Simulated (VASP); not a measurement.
Here is a VASP 6.6.1 calculation.

INCAR

```
SYSTEM = Ca
PREC     = Accurate       ! precision mode
ENCUT    = 600            ! plane-wave cutoff, eV
EDIFF    = 1E-7           ! SCF threshold, eV
ISMEAR   = -1             ! smearing method
SIGMA    = 0.08           ! smearing width, eV
LREAL    = .False.        ! projectors in reciprocal space
LASPH    = .True.         ! aspherical terms in the spheres
NELM     = 100            ! most SCF steps
ALGO     = Normal         ! electronic algorithm
ISIF     = 3              ! what is computed and relaxed
LWAVE    = .False.        ! write WAVECAR
LCHARG   = .False.        ! write CHGCAR
IBRION   = 2              ! ionic algorithm
NSW      = 32             ! ionic steps
EDIFFG   = -0.005         ! ionic threshold
PSTRESS  = 550.0
```

File KPOINTS:

```
Automatic mesh
0
Gamma
  15 15 15
  0 0 0
```

POSCAR

```
Ca
1.0
    2.4656618374      0.0000000000      0.0000000000
    0.0000000000      2.4656618374      0.0000000000
    0.0000000000      0.0000000000      2.4656618374
Ca
1
Direct
    0.0000000000      0.0000000000      0.0000000000
```

Potentials or basis: VASP PAW LDA potentials, release 64 (Ca_sv).

The run is started by

```bash
$ cat potpaw_LDA.64/Ca_sv/POTCAR > POTCAR
$ mpirun -np 1 vasp_std > vasp.out
```

Problem. What does it give for the relaxed volume?

Solution. 15.18 Å³/atom.

Problem. Predict the space group after relaxing (to 0.1 Å).

Solution. Pm-3m (No. 221).

Final structure:
```
CELL_PARAMETERS angstrom
2.47601 0.00000 0.00000
0.00000 2.47601 0.00000
0.00000 0.00000 2.47601
ATOMIC_POSITIONS crystal
Ca 0.00000 0.00000 0.00000
```

Caveat: the cell is relaxed towards a set pressure, so the run minimises the enthalpy, not the energy.
